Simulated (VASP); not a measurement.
A run of VASP 6.6.1 is set up as follows.

The input POSCAR:

```
Si
1.0
    0.0000000000      2.7221188957      2.7221188957
    2.7221188957      0.0000000000      2.7221188957
    2.7221188957      2.7221188957      0.0000000000
Si
2
Direct
    0.0000000000      0.0000000000      0.0000000000
    0.2500000000      0.2500000000      0.2500000000
```

File INCAR.step1:

```
ALGO = Normal
EDIFF = 1E-8
ENCUT = 500
GGA = PE
ISMEAR = 0
LASPH = T
LCHARG = F
LREAL = F
LWAVE = T
NELM = 80
PREC = Accurate
SIGMA = 0.01
```

Contents of INCAR.step2:

```
ALGO = Exact
EDIFF = 1E-8
ENCUT = 500
GGA = PE
ISMEAR = 0
ISTART = 1
LASPH = T
LCHARG = F
LOPTICS = T
LREAL = F
LWAVE = T
NBANDS = 172
NELM = 1
PREC = Accurate
SIGMA = 0.01
```

The input INCAR.step3:

```
ALGO = EVGW0
EDIFF = 1E-8
ENCUT = 500
ENCUTGW = 150.0
GGA = PE
ISMEAR = 0
ISTART = 1
LASPH = T
LCHARG = F
LREAL = F
LWAVE = F
NBANDS = 172
NBANDSGW = 12
NELMGW = 1
NOMEGA = 96
OMEGAMAX = 20
PREC = Accurate
PRECFOCK = Fast
SIGMA = 0.01
```

File KPOINTS:

```
k-points
0
Gamma
  4 4 4
```

Potentials or basis: VASP PAW PBE potentials, release 64 (Si_GW).

Command:

```sh
$ cat potpaw_PBE.64/Si_GW/POTCAR > POTCAR
$ cp INCAR.step1 INCAR
$ mpirun -np 1 vasp_std > vasp.out
$ cp INCAR.step2 INCAR
$ mpirun -np 1 vasp_std > vasp.out
$ cp INCAR.step3 INCAR
$ mpirun -np 1 vasp_std > vasp.out
```

(1) Predict the quasiparticle gap.

(2) Estimate the least direct quasiparticle gap.

(3) Estimate the band gap of the starting levels on the mesh.

(4) What does it give for the least direct gap of the starting levels on the mesh?

Results:

(1) 1.21 eV.

(2) 3.18 eV.

(3) 0.71 eV.

(4) 2.54 eV.

Caveat: the k points lie up to 0.50 Å⁻¹ apart; bands, screening cutoff and mesh are small and nothing is extrapolated, so the quasiparticle values aren't converged.
